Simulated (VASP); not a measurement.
**SiSbTe3: density of states with PBE**

SiSbTe3:

```
CELL_PARAMETERS angstrom
3.81372 2.20185 4.52232
-3.81372 2.20185 4.52232
0.00000 -4.40370 4.52232
ATOMIC_POSITIONS crystal
Si 0.19882 0.19882 0.19882
Sb 0.53100 0.53100 0.53100
Te 0.47706 0.00466 0.47706
Te 0.47706 0.47706 0.00466
Te 0.00466 0.47706 0.47706
```

- Program: VASP 6.6.1
- Task: density of states
- Functional: PBE
- Potentials or basis: VASP PAW PBE potentials, release 64 (Si, Sb, Te)
- Cutoff: 520 eV
- k mesh: 6 × 6 × 6
- Occupations: gaussian, width 0.1 eV
- Spin: no spin polarisation
- Dipole correction: no
- k mesh for the DOS: 9 × 9 × 9
- Occupations for the DOS: tetrahedron
- Further INCAR settings: ALGO = Normal; EDIFF = 1e-07; NBANDS = 22

```
Valence electrons inside the program's atomic spheres : Si 1.55; Sb 2.35; Te 3.34
```

Levels at points of the mesh, in eV from the Fermi level:
```tsv
k point	band 10	band 11	band 12	band 13	band 14	band 15	band 16	band 17
(0.00, 0.00, 0.00)	-2.49	-1.18	-0.44	-0.44	0.36	1.46	2.55	2.55
```

It took 5.7 min on 1 thread of Intel(R) Xeon(R) Platinum 8259CL CPU @ 2.50GHz (Skylake/Cascade Lake), with other jobs on the host, peak memory 0.6 GiB.

Caveat: spin-orbit coupling is left out, which moves the levels of the heavy elements.
